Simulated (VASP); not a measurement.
Set up this calculation in VASP 6.6.1, as the native input.

- Task: single point
- Functional: PBE
- Potentials or basis: VASP PAW PBE potentials, release 64 (Hf_pv, Bi_d, O)
- Cutoff: 520 eV
- k mesh: 8 × 8 × 8
- Occupations: gaussian, width 0.1 eV
- Spin: no spin polarisation
- Dipole correction: no
- Further INCAR settings: ALGO = Normal; EDIFF = 1e-06; NBANDS = 38

The structure of HfBi3O lies in POSCAR:

```
HfBi3O
1.0
    4.9160228879      0.0000000000      0.0000000000
    0.0000000000      4.9160228879      0.0000000000
    0.0000000000      0.0000000000      4.9160228879
Hf Bi O
1 3 1
Direct
    0.0000000000      0.0000000000      0.0000000000
    0.5000000000      0.0000000000      0.5000000000
    0.5000000000      0.5000000000      0.0000000000
    0.0000000000      0.5000000000      0.5000000000
    0.5000000000      0.5000000000      0.5000000000
```

The cell was generated, and may not be a known phase.

These files were run (other wordings do the same):

INCAR

```
SYSTEM = HfBi3O
PREC = Accurate ; ENCUT = 520
EDIFF = 1E-6 ; ISMEAR = 0
SIGMA = 0.1 ; LREAL = .False.
LASPH = .True. ; NELM = 80
ALGO = Normal ; ISIF = 2
LWAVE = .False. ; LCHARG = .True.
GGA = PE ; LELF = .True.
LVHAR = .True. ; NBANDS = 38
```

KPOINTS

```
Automatic mesh
0
Gamma
  8 8 8
  0 0 0
```

Potentials or basis: VASP PAW PBE potentials, release 64 (Hf_pv, Bi_d, O).

The run is started by

```sh
$ cat potpaw_PBE.64/Hf_pv/POTCAR potpaw_PBE.64/Bi_d/POTCAR potpaw_PBE.64/O/POTCAR > POTCAR
$ mpirun -np 1 vasp_std > vasp.out
```

It gave:

The pressure is -0.2 GPa and the band gap on the k mesh is zero (an odd number of electrons rules out a gap without spin polarisation).

Caveat: spin-orbit coupling is left out, which moves the levels of the heavy elements; an odd number of electrons without spin polarisation forces a metal; a magnetic or distorted state may lie lower.

Run time: 4.2 min on 1 thread of Intel Xeon 8259CL, with other jobs on the host, peak memory 0.33 GiB.
